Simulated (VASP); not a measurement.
# CoO (Pm-3m) in VASP: a series of runs, part 2 of 3

VASP 6.6.1. Earlier steps stand in the parts before.

### 3 Single point, PBE

INCAR reads:

```
SYSTEM = CoO
  PREC = Accurate
  ENCUT = 520
  EDIFF = 1E-6
  ISMEAR = 0
  SIGMA = 0.1
  LREAL = .False.
  LASPH = .True.
  NELM = 60
  ALGO = Normal
  ISIF = 2
  LWAVE = .False.
  LCHARG = .False.
  GGA = PE
  NBANDS = 14
```

KPOINTS reads:

```
Automatic mesh
0
Gamma
  16 16 16
  0 0 0
```

POSCAR reads:

```
CoO
1.0
    2.6161540064      0.0000000000      0.0000000000
    0.0000000000      2.6161540064      0.0000000000
    0.0000000000      0.0000000000      2.6161540064
Co O
1 1
Direct
    0.0000000000      0.0000000000      0.0000000000
    0.5000000000      0.5000000000      0.5000000000
```

Potentials or basis: VASP PAW PBE potentials, release 64 (Co, O).

Run with:

```
cat potpaw_PBE.64/Co/POTCAR potpaw_PBE.64/O/POTCAR > POTCAR
mpirun -np 1 vasp_std > vasp.out
```

OUTCAR:

```text
SYSTEM = CoO
   PREC = Accurate
   ENCUT = 520
   EDIFF = 1E-6
   ISMEAR = 0
   LREAL = .False.
   LASPH = .True.
   NELM = 60
   ISIF = 2
   GGA = PE

 ion  position               nearest neighbor table
   1  0.000  0.000  0.000-   2 2.27   2 2.27   2 2.27   2 2.27   2 2.27   2 2.27   2 2.27   2 2.27

   2  0.500  0.500  0.500-   1 2.27   1 2.27   1 2.27   1 2.27   1 2.27   1 2.27   1 2.27   1 2.27

  LATTYP: Found a simple cubic cell.
 ALAT       =     2.6161540064

  Lattice vectors:

 A1 = (   2.6161540064,   0.0000000000,   0.0000000000)
 A2 = (   0.0000000000,   2.6161540064,   0.0000000000)
 A3 = (   0.0000000000,   0.0000000000,   2.6161540064)

Analysis of symmetry for initial positions (statically):
=====================================================================
 Subroutine PRICEL returns:
 Original cell was already a primitive cell.

 Routine SETGRP: Setting up the symmetry group for a
 simple cubic supercell.

 Subroutine GETGRP returns: Found 48 space group operations
 (whereof 48 operations were pure point group operations)
 out of a pool of 48 trial point group operations.

The static configuration has the point symmetry O_h .

Analysis of symmetry for dynamics (positions and initial velocities):
=====================================================================
 Subroutine PRICEL returns:
 Original cell was already a primitive cell.

 Routine SETGRP: Setting up the symmetry group for a
 simple cubic supercell.

 Subroutine GETGRP returns: Found 48 space group operations
 (whereof 48 operations were pure point group operations)
 out of a pool of 48 trial point group operations.

The dynamic configuration has the point symmetry O_h .

 Subroutine INISYM returns: Found 48 space group operations
 (whereof 48 operations are pure point group operations),
 and found     1 'primitive' translations

----------------------------------------------------------------------------------------

[... 121 lines left out ...]
   LEPSILON=     F    determine dielectric tensor
   LRPA    =     F    only Hartree local field effects (RPA)
 non-spin polarized calculation
 Gauss-broadening in eV      SIGMA  =   0.10
  energy-cutoff  :      520.00
  volume of cell :       17.91
 maximum number of plane-waves:       500
 NGX is ok and might be reduce to    20
   NGX =  9   NGY =  9   NGZ =  9

 number of electron      14.9999995 magnetization

 Free energy of the ion-electron system (eV)
  ---------------------------------------------------
  ext. energy  EPLUGINS =         0.00000000
  ---------------------------------------------------
  free energy    TOTEN  =       -11.83126347 eV

  energy without entropy =      -11.80824736  energy(sigma->0) =      -11.81975542

 E-fermi :   8.4675     XC(G=0): -13.0254

 val. band max:        8.4506472365   @ k =   0.5000   0.2500   0.0625
 cond. band min:       8.4692412775   @ k =   0.5000   0.1250   0.1250
 fundamental gap:      0.0185940409
 Fermi energy:         8.4675430916

 k-point     1 :       0.0000    0.0000    0.0000
  band No.  band energies     occupation
      1     -11.8971      2.00000
      2       5.6059      2.00000
      3       5.6059      2.00000
      4       5.6059      2.00000
      5       5.6904      2.00000
      6       5.6904      2.00000
      7       8.0795      2.00000
      8       8.0795      2.00000
      9       8.0795      2.00000
     10       9.5694      0.00000
     11      24.4153      0.00000
     12      24.4153      0.00000
     13      28.9105      0.00000
     14      28.9105      0.00000
[... 377 lines left out ...]
      1     -10.5978      2.00000
      2       0.3223      2.00000
      3       4.3889      2.00000
      4       4.8998      2.00000
      5       6.1992      2.00000
      6       8.0519      2.00000
      7       8.4174      1.52140
      8       8.7479      0.00007
      9       9.0928      0.00000
     10      15.7765      0.00000
     11      16.5986      0.00000
     12      24.8315      0.00000
     13      25.5224      0.00000
     14      27.1777      0.00000

 [... further k-points ...]

------------------------ aborting loop because EDIFF is reached ----------------------------------------

  FORCE on cell =-STRESS in cart. coord.  units (eV):
  Direction    XX          YY          ZZ          XY          YZ          ZX
  --------------------------------------------------------------------------------------
  -------------------------------------------------------------------------------------
  Total       -1.5819019     -1.5819019     -1.5819019     -0.0000000     -0.0000000     -0.0000000
  in kB     -141.5468508   -141.5468508   -141.5468508     -0.0000000     -0.0000000     -0.0000000
  external PRESSURE =    -141.5468508 kB  Pullay stress =       0.0000000 kB

 VOLUME and BASIS-vectors are now :
 -----------------------------------------------------------------------------
  energy-cutoff  :      520.00
  volume of cell :       17.91
      direct lattice vectors                 reciprocal lattice vectors
     2.616154006  0.000000000  0.000000000     0.382240494  0.000000000  0.000000000
     0.000000000  2.616154006  0.000000000     0.000000000  0.382240494  0.000000000
     0.000000000  0.000000000  2.616154006     0.000000000  0.000000000  0.382240494

 POSITION                                       TOTAL-FORCE (eV/Angst)
 -----------------------------------------------------------------------------------
      0.00000      0.00000      0.00000         0.000000      0.000000      0.000000
      1.30808      1.30808      1.30808         0.000000      0.000000      0.000000
 -----------------------------------------------------------------------------------
    total drift:                                0.000000      0.000000      0.000000

  FREE ENERGIE OF THE ION-ELECTRON SYSTEM (eV)
  ---------------------------------------------------
  free  energy   TOTEN  =       -11.8312634674 eV

  energy  without entropy=      -11.8082473646  energy(sigma->0) =      -11.81975542
```

OSZICAR:

```text
N       E                     dE             d eps       ncg     rms          rms(c)
DAV:   1     0.782179670612E+02    0.78218E+02   -0.69698E+03  4732   0.126E+03
DAV:   2    -0.966948588271E+01   -0.87887E+02   -0.76600E+02  5070   0.257E+02
DAV:   3    -0.142827115011E+02   -0.46132E+01   -0.44479E+01  5298   0.656E+01
DAV:   4    -0.143359718461E+02   -0.53260E-01   -0.53217E-01  5500   0.690E+00
DAV:   5    -0.143375300022E+02   -0.15582E-02   -0.15581E-02  5396   0.120E+00    0.121E+01
DAV:   6    -0.164851905046E+02   -0.21477E+01   -0.28704E+01  5798   0.779E+01    0.236E+01
DAV:   7    -0.121052809945E+02    0.43799E+01   -0.23357E+01  5866   0.780E+01    0.465E+00
DAV:   8    -0.118336167308E+02    0.27166E+00   -0.83972E-01  6250   0.149E+01    0.123E+00
DAV:   9    -0.118338711580E+02   -0.25443E-03   -0.42769E-02  5802   0.215E+00    0.524E-01
DAV:  10    -0.118316516013E+02    0.22196E-02   -0.10788E-02  5984   0.198E+00    0.177E-01
DAV:  11    -0.118313710440E+02    0.28056E-03   -0.62456E-04  5810   0.313E-01    0.105E-01
DAV:  12    -0.118313015532E+02    0.69491E-04   -0.23698E-04  5442   0.159E-01    0.471E-02
DAV:  13    -0.118312649296E+02    0.36624E-04   -0.10001E-04  5826   0.191E-01    0.178E-02
DAV:  14    -0.118312634794E+02    0.14501E-05   -0.73628E-06  5914   0.324E-02    0.414E-03
DAV:  15    -0.118312634674E+02    0.12048E-07   -0.96545E-07  2424   0.173E-02
   1 F= -.11831263E+02 E0= -.11819755E+02  d E =-.230161E-01
```

Run time: 16 s. Hardware: 1 thread of Intel Xeon 6975P-C (Granite Rapids), shared host; peak memory 0.16 GiB.

What came out:

| Quantity | Value |
| --- | --- |
| Free energy | -11.8313 eV |
| Pressure | -14.2 GPa |
| Band gap on the k mesh | zero (an odd number of electrons rules out a gap without spin polarisation) |

Levels at points of the mesh, in eV from the Fermi level:
| k point | band 4 | band 5 | band 6 | band 7 | band 8 | band 9 | band 10 | band 11 |
| --- | --- | --- | --- | --- | --- | --- | --- | --- |
| (0.00, 0.00, 0.00) | -2.86 | -2.78 | -2.78 | -0.39 | -0.39 | -0.39 | 1.10 | 15.95 |
| (0.50, 0.00, 0.00) | -3.72 | -2.38 | -0.30 | -0.03 | 0.79 | 0.79 | 6.50 | 8.43 |
| (0.50, 0.50, 0.00) | -2.37 | -1.99 | -1.24 | -1.04 | -1.04 | 0.21 | 6.57 | 11.44 |
| (0.50, 0.50, 0.50) | -6.70 | 0.25 | 0.25 | 1.09 | 1.09 | 1.09 | 7.24 | 7.24 |

Caveat: the cell stands under tension; an odd number of electrons without spin polarisation forces a metal; a magnetic or distorted state may lie lower; the run has no spin polarisation, though such a crystal can be magnetic; semilocal functionals often make such compounds metallic where correlation or magnetic order opens a gap, which also shifts bond lengths. With open d or f shells a metallic result of PBE can be an artefact of self-interaction; +U or a hybrid may open a gap.

[end of part 2 of 3]
